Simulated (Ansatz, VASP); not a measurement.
**BaS: VASP beside Ansatz**

```xyz
2
Lattice="0.0000 3.1358 3.1358 3.1358 0.0000 3.1358 3.1358 3.1358 0.0000" Properties=species:S:1:pos:R:3 pbc="T T T"
Ba    0.0000    0.0000    0.0000
S     3.1358    3.1358    3.1358
```

Alike in both runs: functional LDA; k mesh 8 × 8 × 8; occupations gaussian, width 0.02 eV; no spin polarisation.

Ansatz relaxed the structure, and its values are those at the end. VASP's run is a single point on that final structure, the one shown.

|  | VASP | Ansatz |
| --- | --- | --- |
| version | VASP 6.6.1 | Ansatz 0.2.0 |
| potentials or method | VASP PAW LDA potentials, release 64 (Ba_sv, S), cutoff 520 eV | scalar-relativistic, plane waves, PAW |
| valence electrons in the cell | 16 | 16 |

|  | VASP | Ansatz | Ansatz less VASP |
| --- | --- | --- | --- |
| gap on the k mesh at the Fermi level (eV) | 1.80 | 1.91 | +0.117 |
| least direct gap on the mesh (eV) | 1.90 | 1.98 | +0.082 |
| pressure (GPa) | 0.8 | 0.0 | -0.78 |

LDA's correlation is that of Perdew and Zunger in VASP and of Perdew and Wang (1992) in Ansatz.

Spin-orbit coupling is off throughout.
